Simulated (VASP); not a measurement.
Set up this calculation in VASP 6.6.1, as the native input.

- Task: single point
- Functional: r2SCAN
- Potentials or basis: VASP PAW PBE potentials, release 64 (Sr_sv, Ti_sv, O)
- Cutoff: 520 eV
- k mesh: 6 × 6 × 6
- Occupations: gaussian, width 0.01 eV
- Spin: no spin polarisation
- Dipole correction: no
- Further INCAR settings: ALGO = Normal; EDIFF = 1e-07; NBANDS = 28

The system is SrTiO3.

```
Sr Ti O
1.0
     3.82710    0.00000    0.00000
     0.00000    3.82710    0.00000
     0.00000    0.00000    3.82710
Sr Ti O
1 1 3
Cartesian
  0.0000 0.0000 0.0000
  1.9135 1.9135 1.9135
  1.9135 1.9135 0.0000
  1.9135 0.0000 1.9135
  0.0000 1.9135 1.9135
```

The input as run:

POSCAR

```
SrTiO3
1.0
    3.8270974645      0.0000000000      0.0000000000
    0.0000000000      3.8270974645      0.0000000000
    0.0000000000      0.0000000000      3.8270974645
Sr Ti O
1 1 3
Direct
    0.0000000000      0.0000000000      0.0000000000
    0.5000000000      0.5000000000      0.5000000000
    0.5000000000      0.5000000000      0.0000000000
    0.5000000000      0.0000000000      0.5000000000
    0.0000000000      0.5000000000      0.5000000000
```

INCAR.step1

```
ALGO = Normal
EDIFF = 1E-4
ENCUT = 520
GGA = PE
ISMEAR = 0
LASPH = T
LCHARG = F
LREAL = F
LWAVE = T
NBANDS = 28
NELM = 100
PREC = Accurate
SIGMA = 0.01
```

INCAR.step2

```
ALGO = Normal
EDIFF = 1E-7
ENCUT = 520
ISIF = 2
ISMEAR = 0
ISTART = 1
LASPH = T
LCHARG = T
LELF = T
LMIXTAU = T
LREAL = F
LVHAR = T
LWAVE = F
METAGGA = R2SCAN
NBANDS = 28
NELM = 100
PREC = Accurate
SIGMA = 0.01
```

KPOINTS

```
k-points
0
Gamma
  6 6 6
```

Potentials or basis: VASP PAW PBE potentials, release 64 (Sr_sv, Ti_sv, O).

The run is started by

```console
$ cat potpaw_PBE.64/Sr_sv/POTCAR potpaw_PBE.64/Ti_sv/POTCAR potpaw_PBE.64/O/POTCAR > POTCAR
$ cp INCAR.step1 INCAR
$ mpirun -np 1 vasp_std > vasp.out
$ cp INCAR.step2 INCAR
$ mpirun -np 1 vasp_std > vasp.out
```

It gave:

```
Pressure               : 14.5 GPa
Band gap on the k mesh : 2.41 eV (least direct gap 2.75 eV)
```

Caveat: the cell stands under pressure; the PAW data sets were made with another functional, which shifts forces and pressure a little.

Run time: 2.9 min on 1 thread of Intel Xeon 8259CL, on a shared host, peak memory 0.19 GiB.
